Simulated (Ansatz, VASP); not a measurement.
ZnO: VASP beside Ansatz

Contents of INCAR:

```
SYSTEM = ZnO
ALGO = Normal ; EDIFF = 1E-8
ENCUT = 520 ; GGA = PE
ISIF = 2 ; ISMEAR = -1
LASPH = .TRUE. ; LCHARG = .FALSE.
LEFG = .TRUE. ; LREAL = .FALSE.
LWAVE = .FALSE. ; NBANDS = 26
NELM = 60 ; PREC = Accurate
SIGMA = 0.02
```

The input KPOINTS:

```
k-points
0
G
  11 11 6
  0 0 0
```

POSCAR

```
ZnO
1.0
    3.2275900217      0.0000000000      0.0000000000
   -1.6137950108      2.7951749517      0.0000000000
    0.0000000000      0.0000000000      5.1688741155
Zn O
2 2
Direct
    0.3333333333      0.6666666667      0.0000000000
    0.6666666667      0.3333333333      0.5000000000
    0.3333333333      0.6666666667      0.3821000000
    0.6666666667      0.3333333333      0.8821000000
```

Input for Ansatz:

```yaml
crystal:
  lattice:
    - [3.2275900217, 0.0, 0.0]
    - [-1.6137950108, 2.7951749517, 0.0]
    - [0.0, 0.0, 5.1688741155]
  atoms:
    - { symbol: Zn, position: [0.3333333333, 0.6666666667, 0.0] }
    - { symbol: Zn, position: [0.6666666667, 0.3333333333, 0.5] }
    - { symbol: O, position: [0.3333333333, 0.6666666667, 0.3821] }
    - { symbol: O, position: [0.6666666667, 0.3333333333, 0.8821] }
kpoints:
  mp_grid: { grid: [11, 11, 6] }
scf:
  occupations: { method: fermi_dirac, width: 0.02 }
hamiltonian:
  xc: pbe
  pseudopotentials: { kind: all_electron, datasets: crystal }
output:
  forces: true
  stress: true
  eigenvalues: true
  efg: { contact_densities: true }
```

Change from the starting cell: volume scaled by 0.98, crystal datasets.

Alike in both runs: task electric field gradients; functional PBE; k mesh 11 × 11 × 6; occupations fermi-dirac, width 0.02 eV; no spin polarisation.

```csv
,VASP,Ansatz
version,VASP 6.6.1,Ansatz 0.2.0
potentials or method,"VASP PAW PBE potentials, release 64 (Zn, O), cutoff 520 eV","all-electron PAW with datasets made for the crystal, scalar-relativistic"
```

```csv
,VASP,Ansatz,Ansatz less VASP
gap on the k mesh at the Fermi level (eV),0.82,0.85,+0.032
pressure (GPa),9.3,8.0,-1.26
"traceless stress, the component that is largest in VASP (GPa)",0.11,0.14,+0.038
rms of the force components (eV/Å),0.019,0.019,-0.0005
size of Vzz on the site where it differs most (V/Å²),3.3,3.2,-0.12
```

Atom by atom the forces differ by 0.001 eV/Å (rms over components). Ansatz ran all-electron here, and VASP with PAW potentials.
